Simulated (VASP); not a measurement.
# BaTiO3 (Pm-3m) in VASP: further runs, part 2 of 2

VASP 6.6.1. The steps go on from the part before.

## (3) Single point, LDA (volume scaled by 0.980)

The input, INCAR:

```
SYSTEM = BaTiO3
  PREC = Accurate
  ENCUT = 520
  EDIFF = 1E-6
  ISMEAR = 0
  SIGMA = 0.05
  LREAL = .FALSE.
  LASPH = .TRUE.
  NELM = 60
  ALGO = Normal
  ISIF = 2
  LWAVE = .FALSE.
  LCHARG = .TRUE.
  GGA = CA
  LELF = .TRUE.
  LVHAR = .TRUE.
  NBANDS = 28
```

The input, KPOINTS:

```
Automatic mesh
0
G
  6 6 6
  0 0 0
```

The input, POSCAR:

```
BaTiO3
1.0
    3.9081212139      0.0000000000      0.0000000000
    0.0000000000      3.9081212139      0.0000000000
    0.0000000000      0.0000000000      3.9081212139
Ba Ti O
1 1 3
Direct
    0.5000000000      0.5000000000      0.5000000000
    0.0000000000      0.0000000000      0.0000000000
    0.5000000000      0.0000000000      0.0000000000
    0.0000000000      0.5000000000      0.0000000000
    0.0000000000      0.0000000000      0.5000000000
```

Potentials or basis: VASP PAW LDA potentials, release 64 (Ba_sv, Ti_sv, O).

Launch:

```bash
cat potpaw_LDA.64/Ba_sv/POTCAR potpaw_LDA.64/Ti_sv/POTCAR potpaw_LDA.64/O/POTCAR > POTCAR
mpirun -np 1 vasp_std > vasp.out
```

OUTCAR:

```text
SYSTEM = BaTiO3
   PREC = Accurate
   ENCUT = 520
   EDIFF = 1E-6
   ISMEAR = 0
   LREAL = .FALSE.
   LASPH = .TRUE.
   NELM = 60
   ISIF = 2
   GGA = CA

 ion  position               nearest neighbor table
   1  0.500  0.500  0.500-   3 2.76   4 2.76   5 2.76   3 2.76   4 2.76   3 2.76   5 2.76   3 2.76
                             4 2.76   5 2.76   4 2.76   5 2.76   2 3.38   2 3.38   2 3.38   2 3.38
   2  0.000  0.000  0.000-   3 1.95   4 1.95   5 1.95   5 1.95   4 1.95   3 1.95   1 3.38   1 3.38
                             1 3.38   1 3.38   1 3.38   1 3.38   1 3.38   1 3.38
[... 821 lines left out ...]
  -------------------------------------------------------------------------------------
  Total        2.5731246      2.5731246      2.5731246     -0.0000000      0.0000000     -0.0000000
  in kB       69.0664812     69.0664812     69.0664812     -0.0000000      0.0000000     -0.0000000
  external PRESSURE =      69.0664812 kB  Pullay stress =       0.0000000 kB

 VOLUME and BASIS-vectors are now :
 -----------------------------------------------------------------------------
  energy-cutoff  :      520.00
  volume of cell :       59.69
      direct lattice vectors                 reciprocal lattice vectors
     3.908121214  0.000000000  0.000000000     0.255877427  0.000000000  0.000000000
     0.000000000  3.908121214  0.000000000     0.000000000  0.255877427  0.000000000
     0.000000000  0.000000000  3.908121214     0.000000000  0.000000000  0.255877427

 POSITION                                       TOTAL-FORCE (eV/Angst)
 -----------------------------------------------------------------------------------
      1.95406      1.95406      1.95406         0.000000      0.000000      0.000000
      0.00000      0.00000      0.00000         0.000000      0.000000      0.000000
      1.95406      0.00000      0.00000         0.000000      0.000000      0.000000
      0.00000      1.95406      0.00000         0.000000      0.000000      0.000000
      0.00000      0.00000      1.95406         0.000000      0.000000      0.000000
 -----------------------------------------------------------------------------------
    total drift:                               -0.000000     -0.000000      0.000000

  FREE ENERGIE OF THE ION-ELECTRON SYSTEM (eV)
  ---------------------------------------------------
  free  energy   TOTEN  =       -44.1118804994 eV

  energy  without entropy=      -44.1118804994  energy(sigma->0) =      -44.11188050
```

OSZICAR:

```text
N       E                     dE             d eps       ncg     rms          rms(c)
DAV:   1     0.412310481366E+03    0.41231E+03   -0.20539E+04  1120   0.154E+03
DAV:   2    -0.169865620756E+02   -0.42930E+03   -0.41012E+03  1332   0.412E+02
DAV:   3    -0.528513539988E+02   -0.35865E+02   -0.35533E+02  1296   0.127E+02
DAV:   4    -0.545223931565E+02   -0.16710E+01   -0.16684E+01  1736   0.236E+01
DAV:   5    -0.545513796770E+02   -0.28987E-01   -0.28977E-01  1416   0.300E+00    0.243E+01
DAV:   6    -0.443566391845E+02    0.10195E+02   -0.54309E+01  1524   0.683E+01    0.102E+01
DAV:   7    -0.442549466378E+02    0.10169E+00   -0.82368E+00  1440   0.215E+01    0.722E+00
DAV:   8    -0.441174904759E+02    0.13746E+00   -0.92554E-01  1376   0.907E+00    0.249E+00
DAV:   9    -0.441279653354E+02   -0.10475E-01   -0.17302E-01  1360   0.268E+00    0.110E+00
DAV:  10    -0.441129779670E+02    0.14987E-01   -0.90902E-02  1372   0.285E+00    0.326E-01
DAV:  11    -0.441119540138E+02    0.10240E-02   -0.68695E-03  1608   0.563E-01    0.630E-02
DAV:  12    -0.441119872544E+02   -0.33241E-04   -0.14190E-03  1424   0.376E-01    0.100E-01
DAV:  13    -0.441118790871E+02    0.10817E-03   -0.36191E-04  1552   0.138E-01    0.134E-02
DAV:  14    -0.441118884921E+02   -0.94050E-05   -0.35998E-05  1284   0.580E-02    0.319E-02
DAV:  15    -0.441118807846E+02    0.77075E-05   -0.14613E-05  1296   0.415E-02    0.494E-03
DAV:  16    -0.441118804994E+02    0.28524E-06   -0.25709E-06  1128   0.990E-03
   1 F= -.44111880E+02 E0= -.44111880E+02  d E =-.120098E-12
```

stdout:

```text
POSCAR found type information on POSCAR BaTiO
 POSCAR found :  3 types and       5 ions
 scaLAPACK will be used
 LDA part: xc-table for (Slater(with rela. corr.)+CA(PZ))
 , standard interpolation
 POSCAR, INCAR and KPOINTS ok, starting setup
 FFT: planning ... GRIDC
 FFT: planning ... GRID_SOFT
 FFT: planning ... GRID
 WAVECAR not read
 entering main loop
```

It took 95 s on 1 thread of AMD EPYC 7R13, shared host; peak memory 0.14 GiB.

What came out:

* Free energy: -44.1119 eV
* Pressure: 6.9 GPa
* Band gap on the k mesh: 1.79 eV, indirect (least direct gap 1.85 eV)

Caveat: the cell differs from its parent crystal (volume scaled by 0.980); spin-orbit coupling is left out, which moves the levels of the heavy elements.

## (4) Single point, LDA

This run uses another cell than the first one, of 12.18 Å³/atom, 1.042 times its volume.

The input, INCAR:

```
SYSTEM = BaTiO3
PREC     = Accurate       ! precision mode
ENCUT    = 520            ! plane-wave cutoff, eV
EDIFF    = 1E-6           ! SCF threshold, eV
ISMEAR   = 0              ! smearing method
SIGMA    = 0.05           ! smearing width, eV
LREAL    = .False.        ! projectors in reciprocal space
LASPH    = .True.         ! aspherical terms in the spheres
NELM     = 100            ! most SCF steps
ALGO     = Normal         ! electronic algorithm
ISIF     = 2              ! what is computed and relaxed
LWAVE    = .False.        ! write WAVECAR
LCHARG   = .False.        ! write CHGCAR
NBANDS   = 28             ! bands
```

The input, KPOINTS:

```
regular mesh
0
Gamma
  6 6 6
  0 0 0
```

Edit POSCAR of step 3 so:

```diff
@@ -2,5 +2,5 @@
 1.0
-    3.9081212139      0.0000000000      0.0000000000
-    0.0000000000      3.9081212139      0.0000000000
-    0.0000000000      0.0000000000      3.9081212139
+    3.9345282394      0.0000000000      0.0000000000
+    0.0000000000      3.9345282394      0.0000000000
+    0.0000000000      0.0000000000      3.9345282394
 Ba Ti O
```

Launch:

```bash
cat potpaw_LDA.64/Ba_sv/POTCAR potpaw_LDA.64/Ti_sv/POTCAR potpaw_LDA.64/O/POTCAR > POTCAR
mpirun -np 1 vasp_std > vasp.out
```

Run time: 78 s. Hardware: 1 thread of AMD EPYC 7R13, shared host; peak memory 0.14 GiB.

It converged, with:

```yaml
Free_energy: -44.1489 eV
Pressure: 2.6 GPa
Band_gap_on_the_k_mesh: 1.75 eV, indirect (least direct gap 1.84 eV)
```

Levels at points of the mesh, in eV from the valence-band top:
```
           k point  band 17  band 18  band 19  band 20  band 21  band 22  band 23  band 24
(0.00, 0.00, 0.00)    -1.20    -0.09    -0.09    -0.09     1.75     1.75     1.75     4.29
(0.50, 0.00, 0.00)    -1.92    -1.92    -0.72    -0.72     1.94     3.72     3.72     4.32
(0.50, 0.50, 0.00)    -1.71    -0.83    -0.83    -0.10     3.73     3.73     4.16     5.24
(0.50, 0.50, 0.50)    -2.38     0.00     0.00     0.00     4.47     4.47     4.47     6.89
```

Caveat: spin-orbit coupling is left out, which moves the levels of the heavy elements.

## (5) Single point, LDA (volume scaled by 1.020)

The input, INCAR:

```
PREC     = Accurate       # precision mode
ENCUT    = 520            # plane-wave cutoff, eV
EDIFF    = 1E-6           # SCF threshold, eV
ISMEAR   = 0              # smearing method
SIGMA    = 0.05           # smearing width, eV
LREAL    = False          # projectors in reciprocal space
LASPH    = True           # aspherical terms in the spheres
NELM     = 80             # most SCF steps
ALGO     = Normal         # electronic algorithm
ISIF     = 2              # what is computed and relaxed
LWAVE    = False          # write WAVECAR
LCHARG   = True           # write CHGCAR
GGA      = CA             # functional
LELF     = True           # ELF
LVHAR    = True         
NBANDS   = 28             # bands
```

The input, KPOINTS:

```
Automatic mesh
0
Gamma
  6 6 6
```

Edit POSCAR of step 4 so:

```diff
@@ -2,5 +2,5 @@
 1.0
-    3.9345282394      0.0000000000      0.0000000000
-    0.0000000000      3.9345282394      0.0000000000
-    0.0000000000      0.0000000000      3.9345282394
+    3.9605854772      0.0000000000      0.0000000000
+    0.0000000000      3.9605854772      0.0000000000
+    0.0000000000      0.0000000000      3.9605854772
 Ba Ti O
```

Launch:

```bash
cat potpaw_LDA.64/Ba_sv/POTCAR potpaw_LDA.64/Ti_sv/POTCAR potpaw_LDA.64/O/POTCAR > POTCAR
mpirun -np 1 vasp_std > vasp.out
```

Run time: 88 s. Hardware: 1 thread of AMD EPYC 7R13, shared host; peak memory 0.14 GiB.

The run converged. Its results:

```yaml
Free_energy: -44.1546 eV
Pressure: -1.3 GPa
Band_gap_on_the_k_mesh: 1.71 eV, indirect (least direct gap 1.82 eV)
```

Levels at points of the mesh, in eV from the valence-band top:
| k point | band 18 | band 19 | band 20 | band 21 | band 22 | band 23 |
| --- | --- | --- | --- | --- | --- | --- |
| (0.00, 0.00, 0.00) | -0.11 | -0.11 | -0.11 | 1.71 | 1.71 | 1.71 |
| (0.50, 0.00, 0.00) | -1.90 | -0.72 | -0.72 | 1.89 | 3.62 | 3.62 |
| (0.50, 0.50, 0.00) | -0.85 | -0.85 | -0.10 | 3.62 | 3.62 | 4.05 |
| (0.50, 0.50, 0.50) | 0.00 | 0.00 | 0.00 | 4.34 | 4.34 | 4.34 |

Caveat: the cell differs from its parent crystal (volume scaled by 1.020); spin-orbit coupling is left out, which moves the levels of the heavy elements. A k mesh can miss the band edges.

## (6) The runs side by side

| cell | gap on the mesh (eV) | pressure (GPa) |
| --- | --- | --- |
| a = 3.881 Å, 5 atoms | 1.82 | 11.7 |
| a = 3.908 Å, 5 atoms | 1.79 | 6.9 |
| a = 3.935 Å, 5 atoms | 1.75 | 2.6 |
| a = 3.961 Å, 5 atoms | 1.71 | -1.3 |

Alike in all rows: task single point; level LDA; potentials or basis VASP PAW LDA potentials, release 64 (Ba_sv, Ti_sv, O); no spin polarisation; k mesh 6 × 6 × 6; cutoff (eV) 520; smearing gaussian 0.05 eV.

Caveats: spin-orbit coupling is left out, which moves the levels of the heavy elements.

Total energies depend on the potentials used, so only differences within one code and one set of settings carry meaning.
